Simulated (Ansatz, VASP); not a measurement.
## Na3ScTlP3 in VASP and in Ansatz

```xyz
8
Lattice="5.3907 0.1415 -0.0099 0.2166 5.3881 -0.0547 1.0738 1.1305 8.3934" Properties=species:S:1:pos:R:3 pbc="T T T"
Na    0.2890    2.8411    0.5223
Na    2.8405    0.2533    0.5447
Na    1.2355    1.2693    5.9099
Sc    5.7670    5.7107    2.6993
Tl    3.1374    3.1249    3.5655
P     5.8046    3.0149    3.5203
P     2.8485    0.4049    3.5514
P     0.3580    5.5296    0.2142
```

Change from the starting cell: the structure that the rattled cell fell into.

Alike in both runs: functional PBE; k mesh 6 × 6 × 4; occupations gaussian, width 0.1 eV; no spin polarisation.

Ansatz relaxed the structure, and its values are those at the end. VASP's run is a single point on that final structure, the one shown.

|  | VASP | Ansatz |
| --- | --- | --- |
| version | VASP 6.6.1 | Ansatz 0.2.0 |
| potentials or method | VASP PAW PBE potentials, release 64 (Na_pv, Sc_sv, Tl_d, P), cutoff 520 eV | scalar-relativistic, plane waves, PAW |
| valence electrons in the cell | 60 | 66 |

|  | VASP | Ansatz | Ansatz less VASP |
| --- | --- | --- | --- |
| gap on the k mesh at the Fermi level (eV) | none | none | - |
| pressure (GPa) | 0.0 | 0.0 | -0.02 |
| rms of the force components (eV/Å) | 0.006 | 0.002 | -0.0036 |

A gap of «none» marks a metal or a gap that the smearing closes. The functional is the same, so the differences come from potentials, cutoffs and numerics. VASP's potentials hold 60 valence electrons a cell and Ansatz's 66, so a difference there can come from the potentials and not from the codes.

Neither program's run includes spin-orbit coupling.
